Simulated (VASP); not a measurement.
Runs of VASP 6.6.1 on C. The structure is that of space group P4/mmm (No. 123), or close to it. The cells are those of the table. 

```tsv
task	level	cell	k mesh	cutoff (eV)	smearing	grid for exact exchange (PRECFOCK)	share of exact exchange	screening parameter	gap on the mesh (eV)	pressure (GPa)
relaxation of cell and atoms	HF	relaxed from a = 4.255, b = 4.255, c = 1.282 Å, 1 atom	3 × 3 × 10	600	fermi-dirac 0.05 eV	Normal	1	-	none	0.0
single point	PBEsol	a = 4.262, b = 4.302, c = 1.266 Å, angles 89.7, 90.8, 90.1°, 1 atom	5 × 5 × 15	520	gaussian 0.05 eV	-	-	-	none	(a)
single point	HF	a = 4.740, b = 4.740, c = 1.258 Å, 1 atom	3 × 3 × 10	520	fermi-dirac 0.05 eV	Normal	1	-	none	0.0
single point	HSE06	a = 4.255, b = 4.255, c = 1.282 Å, 1 atom	3 × 3 × 10	520	fermi-dirac 0.1 eV	Normal	0.25	0.2079 1/Å	none	-2.9
```

Alike in all rows: potentials or basis VASP PAW PBE potentials, release 64 (C); no spin polarisation.

Problem. Estimate the missing entries.

Solution. (a) 3.6.

Caveats: some runs use coarse meshes; the PAW data sets were made with another functional, which shifts forces and pressure a little; the cell stands under pressure (at least some runs).

A gap of «none» marks levels without a gap at the run's occupations.
